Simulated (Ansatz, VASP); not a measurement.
## Ge in VASP and in Ansatz

```
CELL_PARAMETERS angstrom
2.51037 -4.24045 0.00000
2.51037 4.24045 0.00000
0.00000 0.00000 4.04232
ATOMIC_POSITIONS crystal
Ge 0.65089 0.34911 0.38337
Ge 0.84911 0.15089 0.88337
Ge 0.34911 0.65089 0.61663
Ge 0.15089 0.84911 0.11663
```

Alike in both runs: functional PBE; k mesh 6 × 6 × 4; occupations gaussian, width 0.1 eV; no spin polarisation.

Ansatz relaxed the structure, and its values are those at the end. VASP's run is a single point on that final structure, the one shown.

```csv
,VASP,Ansatz
version,VASP 6.6.1,Ansatz 0.2.0
potentials or method,"VASP PAW PBE potentials, release 64 (Ge_d), cutoff 520 eV","scalar-relativistic, plane waves, PAW"
valence electrons in the cell,56,56
```

```csv
,VASP,Ansatz,Ansatz less VASP
gap on the k mesh at the Fermi level (eV),none,none,-
pressure (GPa),0.3,0.2,-0.03
rms of the force components (eV/Å),0.020,0.019,-0.0019
```

A gap of «none» marks a metal or a gap that the smearing closes.

The k mesh is coarse, so the values compare programs but aren't converged.
